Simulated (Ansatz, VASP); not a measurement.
## Two plane-wave programs on BaTiO3

File INCAR:

```
PREC     = Accurate       # precision mode
ENCUT    = 520            # plane-wave cutoff, eV
EDIFF    = 1E-6           # SCF threshold, eV
ISMEAR   = 0              # smearing method
SIGMA    = 0.01           # smearing width, eV
LREAL    = F              # projectors in reciprocal space
LASPH    = T              # aspherical terms in the spheres
NELM     = 80             # most SCF steps
ALGO     = Normal         # electronic algorithm
ISIF     = 2              # what is computed and relaxed
LWAVE    = F              # write WAVECAR
LCHARG   = F              # write CHGCAR
GGA      = PE             # functional
NBANDS   = 28             # bands
```

The input KPOINTS:

```
regular mesh
0
Gamma
  6 6 6
```

Contents of POSCAR:

```
BaTiO3
1.0
    3.9372021242      0.0000000000      0.0000000000
    0.0000000000      3.9372021242      0.0000000000
    0.0000000000      0.0000000000      3.9372021242
Ba Ti O
1 1 3
Direct
    0.5000000000      0.5000000000      0.5000000000
    0.0000000000      0.0000000000      0.0000000000
    0.5000000000      0.0000000000      0.0000000000
    0.0000000000      0.5000000000      0.0000000000
    0.0000000000      0.0000000000      0.5000000000
```

Input for Ansatz:

```yaml
crystal:
  lattice:
    - [3.9372021242, 0.0, 0.0]
    - [0.0, 3.9372021242, 0.0]
    - [0.0, 0.0, 3.9372021242]
  atoms:
    - { symbol: Ba, position: [0.5, 0.5, 0.5] }
    - { symbol: Ti, position: [0.0, 0.0, 0.0] }
    - { symbol: O, position: [0.5, 0.0, 0.0] }
    - { symbol: O, position: [0.0, 0.5, 0.0] }
    - { symbol: O, position: [0.0, 0.0, 0.5] }
kpoints:
  mp_grid: { grid: [6, 6, 6] }
hamiltonian:
  xc: pbe
scf:
  occupations: { method: fixed }
  n_extra_bands: 5
output:
  forces: true
  stress: true
  eigenvalues: true
```

Alike in both runs: task single point; functional PBE; k mesh 6 × 6 × 6; no spin polarisation.

|  | VASP | Ansatz |
| --- | --- | --- |
| version | VASP 6.6.1 | Ansatz 0.2.0 |
| potentials or method | VASP PAW PBE potentials, release 64 (Ba_sv, Ti_sv, O) | plane waves, PAW |
| plane-wave cutoff (eV) | 520 | 420 |
| occupations | gaussian, width 0.01 eV | fixed |
| valence electrons in the cell | 40 | 40 |

|  | VASP | Ansatz | Ansatz less VASP |
| --- | --- | --- | --- |
| gap on the k mesh at the Fermi level (eV) | 1.84 | 1.92 | +0.075 |
| pressure (GPa) | 13.8 | 11.6 | -2.16 |

Spin-orbit coupling is off throughout.
